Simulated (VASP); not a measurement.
# C (a cell with a defect) in VASP: notebook

C (a cell with a defect) is run at these levels: PBEsol; tasks: single point.

Program: VASP 6.6.1. These are calculated values, not measurements. Logs are shortened: lines on timing, memory, paths and dates and some standing lists are left out, and cuts for length are marked.

### 1 The cell of the first run

The cell holds a defect, 15 atoms: a = 5.026 Å, b = 5.026 Å, c = 5.026 Å, α = 60.00°, β = 60.00°, γ = 60.00°.

### 2 Single point, PBEsol

Contents of INCAR:

```
SYSTEM = C
  ALGO = Normal
  EDIFF = 1E-6
  ENCUT = 520
  GGA = PS
  ISIF = 2
  ISMEAR = 0
  LASPH = .True.
  LCHARG = .False.
  LREAL = Auto
  LWAVE = .False.
  NBANDS = 43
  NELM = 80
  PREC = Accurate
  SIGMA = 0.05
```

Contents of KPOINTS:

```
k-points
0
Gamma
  6 6 6
  0 0 0
```

Contents of POSCAR:

```
C
1.0
    0.0000000000      3.5537981836     -3.5537981836
   -3.5537981836      0.0000000000     -3.5537981836
   -3.5537981836      3.5537981836      0.0000000000
C
15
Direct
    0.2500000000      0.7500000000      0.2500000000
    0.7500000000      0.2500000000      0.2500000000
    0.2500000000      0.2500000000      0.2500000000
    0.7500000000      0.7500000000      0.7500000000
    0.2500000000      0.7500000000      0.7500000000
    0.7500000000      0.2500000000      0.7500000000
    0.2500000000      0.2500000000      0.7500000000
    0.8750000000      0.3750000000      0.3750000000
    0.3750000000      0.3750000000      0.3750000000
    0.8482284069      0.8482284069      0.2879181863
    0.3750000000      0.8750000000      0.3750000000
    0.8750000000      0.3750000000      0.8750000000
    0.3750000000      0.3750000000      0.8750000000
    0.8750000000      0.8750000000      0.8750000000
    0.3750000000      0.8750000000      0.8750000000
```

Potentials or basis: VASP PAW PBE potentials, release 64 (C).

The run is started by

```console
cat potpaw_PBE.64/C/POTCAR > POTCAR
mpirun -np 1 vasp_std > vasp.out
```

OUTCAR:

```text
SYSTEM = C
   EDIFF = 1E-6
   ENCUT = 520
   GGA = PS
   ISIF = 2
   ISMEAR = 0
   LASPH = .True.
   LREAL = Auto
   NELM = 80
   PREC = Accurate

 ion  position               nearest neighbor table
   1  0.250  0.750  0.250-  11 1.54   9 1.54  15 1.54  10 1.75
   2  0.750  0.250  0.250-   8 1.54   9 1.54  12 1.54  10 1.75
   3  0.250  0.250  0.250-   9 1.54   8 1.54  11 1.54  13 1.54
   4  0.750  0.750  0.750-  14 1.54  12 1.54  15 1.54  10 1.96
   5  0.250  0.750  0.750-  15 1.54  13 1.54  14 1.54  11 1.54
   6  0.750  0.250  0.750-  12 1.54   8 1.54  13 1.54  14 1.54
   7  0.250  0.250  0.750-  13 1.54  12 1.54   9 1.54  15 1.54
   8  0.875  0.375  0.375-   2 1.54   3 1.54   6 1.54
   9  0.375  0.375  0.375-   3 1.54   2 1.54   1 1.54   7 1.54
  10  0.848  0.848  0.288-   1 1.75   2 1.75  14 1.95   4 1.96
  11  0.375  0.875  0.375-   1 1.54   3 1.54   5 1.54
  12  0.875  0.375  0.875-   6 1.54   4 1.54   2 1.54   7 1.54
  13  0.375  0.375  0.875-   7 1.54   5 1.54   6 1.54   3 1.54
  14  0.875  0.875  0.875-   4 1.54   5 1.54   6 1.54  10 1.95
  15  0.375  0.875  0.875-   5 1.54   4 1.54   1 1.54   7 1.54

  LATTYP: Found a face centered cubic cell.
 ALAT       =     7.1075963672

  Lattice vectors:

 A1 = (   0.0000000000,   3.5537981836,  -3.5537981836)
 A2 = (  -3.5537981836,   0.0000000000,  -3.5537981836)
 A3 = (  -3.5537981836,   3.5537981836,   0.0000000000)

Analysis of symmetry for initial positions (statically):
=====================================================================
 Subroutine PRICEL returns:
 Original cell was already a primitive cell.

 Routine SETGRP: Setting up the symmetry group for a
 face centered cubic supercell.

 Subroutine GETGRP returns: Found  2 space group operations
 (whereof  2 operations were pure point group operations)
 out of a pool of 48 trial point group operations.

The static configuration has the point symmetry C_1h.

Analysis of symmetry for dynamics (positions and initial velocities):
=====================================================================
 Subroutine PRICEL returns:
 Original cell was already a primitive cell.

 Routine SETGRP: Setting up the symmetry group for a
 face centered cubic supercell.

 Subroutine GETGRP returns: Found  2 space group operations
 (whereof  2 operations were pure point group operations)
 out of a pool of 48 trial point group operations.

The dynamic configuration has the point symmetry C_1h.

 Subroutine INISYM returns: Found  2 space group operations
 (whereof  2 operations are pure point group operations),
 and found     1 'primitive' translations

----------------------------------------------------------------------------------------

                                     Primitive cell

  volume of cell :      89.7653

  direct lattice vectors                    reciprocal lattice vectors
     0.000000000  3.553798184 -3.553798184     0.140694540  0.140694540 -0.140694540
    -3.553798184  0.000000000 -3.553798184    -0.140694540 -0.140694540 -0.140694540
    -3.553798184  3.553798184  0.000000000    -0.140694540  0.140694540  0.140694540

  length of vectors
     5.025829589  5.025829589  5.025829589     0.243690091  0.243690091  0.243690091

  position of ions in fractional coordinates (direct lattice)
     0.250000000  0.750000000  0.250000000
     0.750000000  0.250000000  0.250000000
     0.250000000  0.250000000  0.250000000
     0.750000000  0.750000000  0.750000000
     0.250000000  0.750000000  0.750000000
     0.750000000  0.250000000  0.750000000
     0.250000000  0.250000000  0.750000000
     0.875000000  0.375000000  0.375000000
     0.375000000  0.375000000  0.375000000
     0.848228407  0.848228407  0.287918186
     0.375000000  0.875000000  0.375000000
     0.875000000  0.375000000  0.875000000
     0.375000000  0.375000000  0.875000000
     0.875000000  0.875000000  0.875000000
     0.375000000  0.875000000  0.875000000

  ion indices of the primitive-cell ions
   primitive index   ion index
                 1           1
                 2           2
                 3           3
                 4           4
                 5           5
                 6           6
                 7           7
                 8           8
                 9           9
                10          10
                11          11
                12          12
                13          13
                14          14
                15          15

----------------------------------------------------------------------------------------

 KPOINTS: k-points

Automatic generation of k-mesh.
 Grid dimensions read from file:
 generate k-points for:    6    6    6

 Generating k-lattice:

  Cartesian coordinates                     Fractional coordinates (reciprocal lattice)
     0.023449090  0.023449090 -0.023449090     0.166666667  0.000000000  0.000000000
    -0.023449090 -0.023449090 -0.023449090     0.000000000  0.166666667  0.000000000
    -0.023449090  0.023449090  0.023449090     0.000000000  0.000000000  0.166666667

  Length of vectors
     0.040615015  0.040615015  0.040615015

  Shift w.r.t. Gamma in fractional coordinates (k-lattice)
     0.000000000  0.000000000  0.000000000

 Subroutine IBZKPT returns following result:
 ===========================================

 Found     68 irreducible k-points:

 Following reciprocal coordinates:
            Coordinates               Weight
  0.000000  0.000000  0.000000      1.000000
  0.166667  0.000000  0.000000      4.000000
  0.000000  0.000000  0.166667      2.000000
  0.166667  0.166667  0.166667      2.000000
  0.333333  0.000000  0.000000      4.000000
  0.000000  0.000000  0.333333      2.000000
[... 16 lines left out ...]
  0.166667  0.166667 -0.333333      2.000000
  0.500000  0.333333  0.500000      4.000000
 [... further k-points ...]
   k-points           NKPTS =     68   k-points in BZ     NKDIM =     68   number of bands    NBANDS=     43
   number of dos      NEDOS =    301   number of ions     NIONS =     15
   total plane-waves  NPLWV =  64000
   dimension x,y,z NGX =    40 NGY =   40 NGZ =   40
   dimension x,y,z NGXF=    80 NGYF=   80 NGZF=   80
   ions per type =              15
   NGX,Y,Z   is equivalent  to a cutoff of  13.23, 13.23, 13.23 a.u.
   NGXF,Y,Z  is equivalent  to a cutoff of  26.46, 26.46, 26.46 a.u.
 SYSTEM =  C
   PREC   = accura    normal or accurate (medium, high low for compatibility)
   ISTART =      0    job   : 0-new  1-cont  2-samecut
   ICHARG =      2    charge: 1-file 2-atom 10-const
   ISPIN  =      1    spin polarized calculation?
   LNONCOLLINEAR =      F non collinear calculations
   LSORBIT =      F    spin-orbit coupling
   LASPH  =      T    aspherical Exc in radial PAW
   ENCUT  =  520.0 eV  38.22 Ry    6.18 a.u.   9.34  9.34  9.34*2*pi/ulx,y,z
   NELM   =     80;   NELMIN=  2; NELMDL= -5     # of ELM steps
   EDIFF  = 0.1E-05   stopping-criterion for ELM
   LREAL  =      T    real-space projection
   EDIFFG = 0.1E-04   stopping-criterion for IOM
   NSW    =      0    number of steps for IOM
   IBRION =     -1    ionic relax: 0-MD 1-quasi-New 2-CG
   NFREE  =      0    steps in history (QN), initial steepest desc. (CG)
   ISIF   =      2    stress and relaxation
   ISYM   =      2    0-nonsym 1-usesym 2-fastsym
   POTIM  = 0.5000    time-step for ionic-motion
   TEBEG  =    0.0;   TEEND  =   0.0 temperature during run
   PSTRESS=    0.0 pullay stress
   NELECT =      60.0000    total number of electrons
   NUPDOWN=      -1.0000    fix difference up-down
   EMIN   =  10.00;   EMAX   =-10.00  energy-range for DOS
   EFERMI =   0.00;   METHOD = LEGACY
   ISMEAR =     0;   SIGMA  =   0.05  broadening in eV -4-tet -1-fermi 0-gaus
   EFERMI_NEDOS =   21; number of points for ismear=-14 and -15
   IALGO  =     38    algorithm
   IMIX   =      4    mixing-type and parameters
     AMIX     =   0.40;   BMIX     =  1.00
     AMIX_MAG =   1.60;   BMIX_MAG =  1.00
  volume/ion in A,a.u.               =       5.98        40.38
  Fermi-wavevector in a.u.,A,eV,Ry     =   1.431383  2.704921 27.876392  2.048857
  Thomas-Fermi vector in A             =   2.551125
   LORBIT       =      0    0 simple, 1 ext, 2 COOP (PROOUT), +10 PAW based schemes
   GGA     = PS    functional components
   LHFCALC =     F    Hartree Fock is set to
   AEXX    =    0.0000 exact exchange contribution
   IVDW    =     0    specifies the selected vdW correction
   LEPSILON=     F    determine dielectric tensor
   LRPA    =     F    only Hartree local field effects (RPA)
 non-spin polarized calculation
 Gauss-broadening in eV      SIGMA  =   0.05
  energy-cutoff  :      520.00
  volume of cell :       89.77
 maximum number of plane-waves:      2450
 NGX is ok and might be reduce to    40
   NGX = 19   NGY = 19   NGZ = 19

 number of electron      59.9999993 magnetization

 Free energy of the ion-electron system (eV)
  ---------------------------------------------------
  ext. energy  EPLUGINS =         0.00000000
  ---------------------------------------------------
  free energy    TOTEN  =      -135.41914100 eV

  energy without entropy =     -135.41689983  energy(sigma->0) =     -135.41802041

 E-fermi :   9.3487     XC(G=0): -13.2285

 val. band max:        9.3372621211   @ k =   0.3333   0.0000   0.5000
 cond. band min:       9.3584352346   @ k =  -0.3333   0.3333  -0.3333
 fundamental gap:      0.0211731134
 Fermi energy:         9.3486889784

 k-point     1 :       0.0000    0.0000    0.0000
  band No.  band energies     occupation
      1     -12.0684      2.00000
      2      -6.5514      2.00000
      3      -6.5323      2.00000
      4      -6.3113      2.00000
      5      -5.4584      2.00000
      6      -4.3288      2.00000
[... 34 lines left out ...]
     41      15.6458      0.00000
     42      16.3758      0.00000

 k-point     2 :       0.1667    0.0000    0.0000
  band No.  band energies     occupation
      1     -11.8819      2.00000
      2      -7.5258      2.00000
      3      -6.5588      2.00000
      4      -6.3911      2.00000
      5      -5.8663      2.00000
      6      -4.7481      2.00000
[... 34 lines left out ...]
     41      16.0536      0.00000
     42      16.4294      0.00000

 k-point     3 :       0.0000    0.0000    0.1667
  band No.  band energies     occupation
      1     -11.8818      2.00000
      2      -7.5280      2.00000
      3      -6.5696      2.00000
      4      -6.3678      2.00000
      5      -5.8903      2.00000
      6      -4.7280      2.00000
[... 34 lines left out ...]
     41      16.1792      0.00000
     42      16.4887      0.00000

 k-point     4 :       0.1667    0.1667    0.1667
  band No.  band energies     occupation
      1     -11.8772      2.00000
      2      -7.5072      2.00000
      3      -6.5856      2.00000
      4      -6.5669      2.00000
      5      -5.7700      2.00000
      6      -4.7032      2.00000
[... 844 lines left out ...]
     41      17.5521      0.00000
     42      17.7722      0.00000

 k-point    23 :       0.1667    0.1667   -0.3333
  band No.  band energies     occupation
      1     -10.6796      2.00000
      2      -9.6372      2.00000
      3      -7.7659      2.00000
      4      -7.0538      2.00000
      5      -6.1455      2.00000
      6      -5.0897      2.00000
[... 34 lines left out ...]
     41      17.5894      0.00000
     42      17.8694      0.00000

 k-point    24 :       0.5000    0.3333    0.5000
  band No.  band energies     occupation
      1     -10.5638      2.00000
      2      -9.8120      2.00000
      3      -7.7205      2.00000
      4      -7.0856      2.00000
      5      -6.3086      2.00000
      6      -5.0992      2.00000
[... 34 lines left out ...]
     41      17.4158      0.00000
     42      17.9345      0.00000

 [... further k-points ...]

 [bands above 42 left out]

------------------------ aborting loop because EDIFF is reached ----------------------------------------

  FORCE on cell =-STRESS in cart. coord.  units (eV):
  Direction    XX          YY          ZZ          XY          YZ          ZX
  --------------------------------------------------------------------------------------
  -------------------------------------------------------------------------------------
  Total       -7.2936713     -7.2936713     -3.9021497      7.8877773      7.9721063     -7.9721061
  in kB     -130.1812665   -130.1812665    -69.6476120    140.7851820    142.2903299   -142.2903256
  external PRESSURE =    -110.0033817 kB  Pullay stress =       0.0000000 kB

 VOLUME and BASIS-vectors are now :
 -----------------------------------------------------------------------------
  energy-cutoff  :      520.00
  volume of cell :       89.77
      direct lattice vectors                 reciprocal lattice vectors
     0.000000000  3.553798184 -3.553798184     0.140694540  0.140694540 -0.140694540
    -3.553798184  0.000000000 -3.553798184    -0.140694540 -0.140694540 -0.140694540
    -3.553798184  3.553798184  0.000000000    -0.140694540  0.140694540  0.140694540

 POSITION                                       TOTAL-FORCE (eV/Angst)
 -----------------------------------------------------------------------------------
     -3.55380      1.77690     -3.55380         2.362851     -0.228849     -0.214377
     -1.77690      3.55380     -3.55380         0.228849     -2.362851     -0.214377
     -1.77690      1.77690     -1.77690        -0.105205      0.105205     -0.688173
     -5.33070      5.33070     -5.33070        -0.705134      0.705134      2.291312
     -5.33070      3.55380     -3.55380         0.314127      0.453380     -0.538824
     -3.55380      5.33070     -3.55380        -0.453380     -0.314127     -0.538824
     -3.55380      3.55380     -1.77690        -0.058746      0.058746      0.018016
     -2.66535      4.44225     -4.44225         2.027279      2.589993      2.271058
     -2.66535      2.66535     -2.66535         0.041414     -0.041414     -0.044322
     -4.03764      4.03764     -6.02887        -2.793930      2.793930     -0.716250
     -4.44225      2.66535     -4.44225        -2.589993     -2.027279      2.271058
     -4.44225      6.21915     -4.44225        -0.112485     -0.665524     -0.591475
     -4.44225      4.44225     -2.66535         0.066821     -0.066821      0.133507
     -6.21915      6.21915     -6.21915         1.112007     -1.112007     -2.846852
     -6.21915      4.44225     -4.44225         0.665524      0.112485     -0.591475
 -----------------------------------------------------------------------------------
    total drift:                               -0.001980      0.001980     -0.001014

  FREE ENERGIE OF THE ION-ELECTRON SYSTEM (eV)
  ---------------------------------------------------
  free  energy   TOTEN  =      -135.4191409952 eV

  energy  without entropy=     -135.4168998267  energy(sigma->0) =     -135.41802041
```

Run time: 9.1 min. Hardware: 1 thread of Intel Xeon Platinum 8259CL at 2.50GHz (Skylake/Cascade Lake), shared host; peak memory 0.32 GiB.

What came out:

```yaml
Free_energy: -135.4191 eV
Pressure: -11.0 GPa
Largest_force: 4.016 eV/Å
Band_gap_on_the_k_mesh: zero (bands 30 and 31 overlap by 2.68 eV)
```

Forces in eV/Å, atoms in the order of the input:
```
C    2.363 -0.229 -0.214
C    0.229 -2.363 -0.214
C   -0.105  0.105 -0.688
C   -0.705  0.705  2.291
C    0.314  0.453 -0.539
C   -0.453 -0.314 -0.539
C   -0.059  0.059  0.018
C    2.027  2.590  2.271
C    0.041 -0.041 -0.044
C   -2.794  2.794 -0.716
C   -2.590 -2.027  2.271
C   -0.112 -0.666 -0.591
C    0.067 -0.067  0.134
C    1.112 -1.112 -2.847
C    0.666  0.112 -0.591
```

Levels at points of the mesh, in eV from the Fermi level:
| k point | band 28 | band 29 | band 30 | band 31 | band 32 | band 33 |
| --- | --- | --- | --- | --- | --- | --- |
| (0.00, 0.00, 0.00) | -1.44 | -1.23 | 2.36 | 2.48 | 2.87 | 3.38 |
| (0.50, 0.00, 0.00) | -2.38 | -1.98 | -1.97 | 1.79 | 2.81 | 3.59 |
| (0.00, 0.00, 0.50) | -2.64 | -1.97 | -1.96 | 1.97 | 2.33 | 4.48 |
| (0.50, 0.50, 0.50) | -1.41 | -1.12 | -0.37 | 0.20 | 0.67 | 5.65 |
| (0.50, 0.50, 0.00) | -3.40 | -2.00 | -1.75 | -0.06 | 2.23 | 3.28 |
| (0.00, 0.50, 0.50) | -3.35 | -1.72 | -1.51 | -0.27 | 1.64 | 3.96 |

Caveat: the cell differs from its parent crystal (atoms taken out, atom 10 moved 0.375 of the way to it and -0.175 Å across, host rigid); the PAW data sets were made with another functional, which shifts forces and pressure a little.

### 3 Single point, PBEsol

Contents of INCAR:

```
PREC = Accurate ; ENCUT = 520
EDIFF = 1E-6 ; ISMEAR = 0
SIGMA = 0.05 ; LREAL = Auto
LASPH = True ; NELM = 100
ALGO = Normal ; ISIF = 2
LWAVE = False ; LCHARG = False
GGA = PS ; NBANDS = 43
```

Contents of KPOINTS:

```
regular mesh
0
Gamma
  6 6 6
```

Changes to POSCAR since step 2:

```diff
@@ -17,3 +17,3 @@
     0.3750000000      0.3750000000      0.3750000000
-    0.8482284069      0.8482284069      0.2879181863
+    0.8392715931      0.8392715931      0.3995818137
     0.3750000000      0.8750000000      0.3750000000
```

Potentials or basis: VASP PAW PBE potentials, release 64 (C).

The run is started by

```console
cat potpaw_PBE.64/C/POTCAR > POTCAR
mpirun -np 1 vasp_std > vasp.out
```

Wall time 9.6 min (1 thread of Intel Xeon Platinum 8259CL at 2.50GHz (Skylake/Cascade Lake), shared host); peak memory 0.32 GiB.

Results (log left out):

| Quantity | Value |
| --- | --- |
| Free energy | -137.2175 eV |
| Pressure | -6.8 GPa |
| Largest force | 6.675 eV/Å |
| Band gap on the k mesh | zero (bands 30 and 31 overlap by 1.95 eV) |

Forces on the atoms (eV/Å):
```
C    0.816  0.099  1.006
C   -0.099 -0.816  1.006
C   -0.090  0.090 -0.795
C   -0.837  0.837  2.373
C   -0.135  0.758  0.095
C   -0.758  0.135  0.095
C    0.028 -0.028 -0.085
C    2.068  2.135  1.935
C    0.009 -0.009 -0.350
C   -0.410  0.410 -6.649
C   -2.135 -2.068  1.935
C    0.021  0.753  0.667
C    0.073 -0.073  0.047
C    2.202 -2.202 -1.946
C   -0.753 -0.021  0.667
```

Stress tensor (GPa, compression positive):
```
 -3.74   0.99  -6.07
  0.99  -3.74   6.07
 -6.07   6.07 -13.08
```

Levels at points of the mesh, in eV from the Fermi level:
```tsv
k point	band 28	band 29	band 30	band 31	band 32	band 33
(0.00, 0.00, 0.00)	-1.74	-1.60	1.61	2.07	2.18	3.64
(0.50, 0.00, 0.00)	-2.42	-2.42	-2.22	0.91	1.53	4.81
(0.00, 0.00, 0.50)	-2.54	-2.50	-2.20	1.32	1.43	5.13
(0.50, 0.50, 0.50)	-2.52	-1.97	-1.57	0.78	1.11	5.05
(0.50, 0.50, 0.00)	-3.53	-2.87	-1.74	0.17	0.24	4.18
(0.00, 0.50, 0.50)	-3.74	-3.10	-2.04	0.17	0.86	3.99
```

Caveat: the cell differs from its parent crystal (atoms taken out, atom 10 moved 0.125 of the way to it and +0.175 Å across, host rigid); the PAW data sets were made with another functional, which shifts forces and pressure a little.

(Part 1 of 2 ends here.)
